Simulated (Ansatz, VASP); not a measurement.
# Two plane-wave programs on W

```
W
1.0
     0.00000    2.01294    2.01294
     2.01294    0.00000    2.01294
     2.01294    2.01294    0.00000
W
1
Direct
  0.00000 0.00000 0.00000
```

Alike in both runs: task single point; functional PBEsol; k mesh 12 × 12 × 12; occupations fermi-dirac, width 0.05 eV; no spin polarisation.

|  | VASP | Ansatz |
| --- | --- | --- |
| version | VASP 6.6.1 | Ansatz 0.2.0 |
| potentials or method | VASP PAW PBE potentials, release 64 (W_sv), cutoff 520 eV | plane waves, PAW |
| valence electrons in the cell | 14 | 14 |

|  | VASP | Ansatz | Ansatz less VASP |
| --- | --- | --- | --- |
| pressure (GPa) | -5.9 | -6.5 | -0.58 |

VASP's potentials were made for PBE, not for PBEsol. With one functional, cell and mesh, what is left measures potentials, basis and numerics.

Spin-orbit coupling is off throughout.
